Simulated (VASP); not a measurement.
Input of a VASP 6.6.1 run:

Contents of POSCAR:

```
GaAs
1.0
    0.0000000000      2.8300000000      2.8300000000
    2.8300000000      0.0000000000      2.8300000000
    2.8300000000      2.8300000000      0.0000000000
Ga As
1 1
Direct
    0.0000000000      0.0000000000      0.0000000000
    0.2500000000      0.2500000000      0.2500000000
```

INCAR.step1

```
SYSTEM = GaAs
PREC = Accurate
ENCUT = 520
EDIFF = 1E-5
ISMEAR = -1
SIGMA = 0.05
LREAL = .FALSE.
LASPH = .TRUE.
NELM = 100
ALGO = Normal
ISIF = 2
LWAVE = .TRUE.
LCHARG = .FALSE.
GGA = PE
NBANDS = 16
KPAR = 4
```

The input INCAR.step2:

```
SYSTEM = GaAs
PREC = Accurate
ENCUT = 520
EDIFF = 1E-6
ISMEAR = -1
SIGMA = 0.05
LREAL = .FALSE.
LASPH = .TRUE.
NELM = 100
ALGO = Normal
ISIF = 2
LWAVE = .FALSE.
LCHARG = .FALSE.
GGA = PE
LHFCALC = .TRUE.
HFSCREEN = 0.2079
PRECFOCK = Normal
ISTART = 1
NBANDS = 16
KPAR = 4
```

Contents of KPOINTS:

```
regular mesh
0
G
  7 7 7
  0 0 0
```

Potentials or basis: VASP PAW PBE potentials, release 64 (Ga_d, As).

Command:

```console
$ cat potpaw_PBE.64/Ga_d/POTCAR potpaw_PBE.64/As/POTCAR > POTCAR
$ cp INCAR.step1 INCAR
$ mpirun -np 4 vasp_std > vasp.out
$ cp INCAR.step2 INCAR
$ mpirun -np 4 vasp_std > vasp.out
```

Estimate the pressure.

0.7 GPa.

Predict the band gap on the k mesh.

1.38 eV.

Caveat: the PAW data sets were made with another functional, which shifts forces and pressure a little; an odd mesh through Γ misses points on the zone boundary, where band edges can lie.
